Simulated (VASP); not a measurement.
Here is a VASP 6.6.1 calculation.

File INCAR:

```
  ALGO = Normal
  EDIFF = 1E-6
  ENCUT = 520
  GGA = PS
  ISIF = 2
  ISMEAR = -1
  LASPH = True
  LCHARG = True
  LELF = True
  LREAL = False
  LVHAR = True
  LWAVE = False
  NBANDS = 12
  NELM = 100
  PREC = Accurate
  SIGMA = 0.05
```

KPOINTS

```
k-points
0
Gamma
  9 9 9
```

The input POSCAR:

```
P
1.0
    1.7484346925      1.0094592404      3.1708647352
   -1.7484346925      1.0094592404      3.1708647352
    0.0000000000     -2.0189184807      3.1708647352
P
2
Direct
    0.7729197500      0.7729197500      0.7729197500
    0.2270802500      0.2270802500      0.2270802500
```

Potentials or basis: VASP PAW PBE potentials, release 64 (P).

The run is started by

```sh
$ cat potpaw_PBE.64/P/POTCAR > POTCAR
$ mpirun -np 1 vasp_std > vasp.out
```

**Question.** Predict the largest force.

**Answer.** 0.015 eV/Å.

**Question.** Predict the pressure.

**Answer.** -4.9 GPa.

**Question.** Predict the band gap on the k mesh.

**Answer.** Zero (band 5 reaches 8.86 eV, above the bottom of band 6 at 8.20 eV).

Stress tensor (GPa, compression positive):
```
-4.72  0.00  0.00
 0.00 -4.72  0.00
 0.00  0.00 -5.26
```

Caveat: the PAW data sets were made with another functional, which shifts forces and pressure a little.
